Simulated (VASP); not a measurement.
Set up this calculation in VASP 6.6.1, as the native input.

| Quantity | Value |
| --- | --- |
| Task | single point |
| Functional | PBE |
| Potentials or basis | VASP PAW PBE potentials, release 64 (Ta_pv, O) |
| Cutoff | 520 eV |
| k mesh | 10 × 10 × 7 |
| Occupations | fermi-dirac, width 0.05 eV |
| Spin | no spin polarisation |
| Dipole correction | no |
| Further INCAR settings | ALGO = Normal; EDIFF = 1e-06; NBANDS = 16 |

The structure of TaO lies in POSCAR:

```
TaO
1.0
    2.9537251162      0.0000027809      0.0000000000
   -1.4768649665      2.5579995959      0.0000000000
    0.0000000000      0.0000000000      3.8281431305
Ta O
1 1
Direct
    0.0000000000      0.0000000000      0.5000000000
    0.0000000000      0.0000000000      0.0000000000
```

The input as run:

INCAR

```
SYSTEM = TaO
PREC     = Accurate       ! precision mode
ENCUT    = 520            ! plane-wave cutoff, eV
EDIFF    = 1E-6           ! SCF threshold, eV
ISMEAR   = -1             ! smearing method
SIGMA    = 0.05           ! smearing width, eV
LREAL    = .FALSE.        ! projectors in reciprocal space
LASPH    = .TRUE.         ! aspherical terms in the spheres
NELM     = 60             ! most SCF steps
ALGO     = Normal         ! electronic algorithm
ISIF     = 2              ! what is computed and relaxed
LWAVE    = .FALSE.        ! write WAVECAR
LCHARG   = .TRUE.         ! write CHGCAR
GGA      = PE             ! functional
LELF     = .TRUE.         ! ELF
LVHAR    = .TRUE.       
NBANDS   = 16             ! bands
```

KPOINTS

```
regular mesh
0
G
  10 10 7
  0 0 0
```

Potentials or basis: VASP PAW PBE potentials, release 64 (Ta_pv, O).

The run is started by

```sh
$ cat potpaw_PBE.64/Ta_pv/POTCAR potpaw_PBE.64/O/POTCAR > POTCAR
$ mpirun -np 1 vasp_std > vasp.out
```

It gave:

The pressure is 10.6 GPa and the band gap on the k mesh is zero (an odd number of electrons rules out a gap without spin polarisation).

Caveat: the cell stands under pressure; spin-orbit coupling is left out, which moves the levels of the heavy elements; an odd number of electrons without spin polarisation forces a metal; a magnetic or distorted state may lie lower.

Wall time 20 s on 1 thread of Intel Xeon 8259CL, on a shared host, peak memory 0.16 GiB.
